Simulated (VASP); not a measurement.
## BeAl15N16 (a cell with a defect): single point with PBE

The system is BeAl15N16 (a cell with a defect).

```xyz
32
Lattice="6.2595 0.0000 0.0000 -3.1298 5.4209 0.0000 0.0000 0.0000 10.0348" Properties=species:S:1:pos:R:3 pbc="T T T"
Al    1.5712    0.8963    2.5265
Al    1.5959    0.8877    7.5020
Al    0.0086    1.8056   10.0213
Al    0.0013    3.5937    2.5270
Al   -1.5783    4.5168    4.9984
Al    0.0007    3.6417    7.4884
Al   -1.5627    4.5204   10.0363
Al    4.7228    0.9031    2.5052
Al    3.1181    1.8159    5.0071
Al    4.6757    0.8944    7.5056
Al    3.1333    1.8038   10.0317
Al    3.1459    3.6048    2.5122
Al    1.5589    4.4987    4.9903
Al    3.1392    3.6086    7.5181
Al    1.5715    4.5218   10.0280
Be    0.0363    1.8110    4.7063
N     1.5029    0.9428    4.4428
N     0.0283    1.7950    1.8999
N     1.5635    0.9075    9.4280
N     0.0157    1.8019    7.0578
N    -0.0220    3.5525    4.4535
N    -1.5379    4.5070    1.9148
N     0.0002    3.6293    9.4258
N    -1.5527    4.5111    6.9202
N     4.7296    0.9406    4.4571
N     3.1576    1.7904    1.9225
N     4.6875    0.9123    9.4310
N     3.1468    1.8045    6.9195
N     3.1142    3.6208    4.4124
N     1.5829    4.5031    1.9285
N     3.1231    3.6232    9.4412
N     1.5882    4.5138    6.9292
```

```yaml
Program: VASP 6.6.1
Task: single point
Functional: PBE
Potentials_or_basis: VASP PAW PBE potentials, release 64 (Al, Be, N)
Cutoff: 520 eV
k_mesh: 1 × 1 × 1, shifted
Occupations: gaussian, width 0.01 eV
Spin: collinear spin
Fixed_moment: 2 μB
Dipole_correction: no
Charge: 1
Further_INCAR_settings: LREAL = Auto; ALGO = Normal; EDIFF = 1e-07; NBANDS = 90; NELECT = 126.0
```

* Largest force: 0.401 eV/Å
* Net moment: 2.00 μB per cell
* Site moments: Al +0.00, -0.00, +0.01 (each value once); Be +0.00; N +0.09, +0.03, +0.07, +0.42, +0.10, +0.04, +0.14, +0.06, +0.05 (each value once) μB
* Valence electrons inside the program's atomic spheres: Al 0.79, 0.80 (each value once); Be 1.02; N 3.79, 3.83, 3.82, 3.72, 3.78, 3.81, 3.84, 3.75 (each value once)

Forces on the atoms (eV/Å):
```
Al   0.110  0.018 -0.091
Al   0.129 -0.075 -0.028
Al  -0.115  0.194  0.020
Al   0.226 -0.053 -0.074
Al  -0.133  0.039  0.021
Al   0.226 -0.037  0.119
Al  -0.015 -0.018 -0.078
Al   0.092 -0.080  0.199
Al   0.060  0.078 -0.150
Al   0.162 -0.132 -0.075
Al  -0.087  0.159  0.034
Al   0.059 -0.029  0.011
Al  -0.013  0.282  0.091
Al   0.094  0.031  0.014
Al  -0.147  0.024  0.075
Be  -0.400 -0.005 -0.026
N    0.157 -0.144  0.133
N   -0.180  0.082 -0.029
N    0.175 -0.099 -0.028
N   -0.128  0.071 -0.003
N    0.254 -0.031 -0.027
N   -0.209  0.089  0.088
N    0.047 -0.137 -0.017
N   -0.214  0.104 -0.005
N    0.214 -0.183 -0.079
N   -0.232  0.059 -0.024
N    0.143 -0.127 -0.007
N   -0.212  0.078  0.120
N    0.178 -0.146  0.014
N   -0.197  0.111 -0.073
N    0.192 -0.168 -0.026
N   -0.236  0.046 -0.098
```

Run time: 8.8 min on 1 thread of Intel(R) Xeon(R) Platinum 8559C (Emerald Rapids) (shared host), peak memory 0.7 GiB.

Caveat: the k points lie up to 0.58 Å⁻¹ apart; the cell carries a net charge on a neutralising background, which shifts energy and pressure; the total moment is fixed, so each spin has its own Fermi level and the state may be an excited one.
